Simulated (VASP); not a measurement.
Crystal: SiF.

```xyz
2
Lattice="1.3386 0.7728 3.8983 -1.3386 0.7728 3.8983 0.0000 -1.5457 3.8983" Properties=species:S:1:pos:R:3 pbc="T T T"
Si    0.0000    0.0000    5.8475
F     0.0000    0.0000    0.0000
```

| Property | Result |
| --- | --- |
| Program | VASP 6.6.1 |
| Task | relaxation of cell and atoms |
| Functional | r2SCAN |
| Dispersion | D4 |
| Potentials or basis | VASP PAW PBE potentials, release 64 (Si, F) |
| Cutoff | 600 eV |
| k mesh | 12 × 12 × 12 |
| Occupations | fermi-dirac, width 0.05 eV |
| Spin | no spin polarisation |

At the start: pressure -3.5 GPa; volume 12.10 Å³/atom.

Problem. Where does the relaxation end?

Solution. Over 7 steps the energy falls by 9.9 meV/atom and the volume is 11.50 Å³/atom (-4.9 %); space group R-3m (No. 166, to 0.1 Å) before and after.

The path:
| step | energy change (eV) | largest force (eV/Å) | pressure (GPa) | volume (Å³) |
| --- | --- | --- | --- | --- |
| 1 | 0.0000 | 0.0000 | -3.53 | 24.20 |
| 2 | -0.0180 | 0.0000 | -0.83 | 23.27 |
| 3 | -0.0195 | 0.0000 | 0.33 | 22.96 |
| 4 | -0.0195 | 0.0000 | 0.44 | 22.93 |
| 5 | -0.0197 | 0.0000 | -0.09 | 23.00 |
| 6 | -0.0198 | 0.0000 | 0.12 | 22.97 |
| 7 | -0.0198 | 0.0000 | -0.01 | 23.00 |

Final structure:
```xyz
2
Lattice="1.3056 0.7538 3.8953 -1.3056 0.7538 3.8953 0.0000 -1.5076 3.8953" Properties=species:S:1:pos:R:3 pbc="T T T"
Si    0.0000    0.0000    5.8429
F     0.0000    0.0000    0.0000
```

Caveat: the PAW data sets were made with another functional, which shifts forces and pressure a little; an odd number of electrons without spin polarisation forces a metal; a magnetic or distorted state may lie lower.
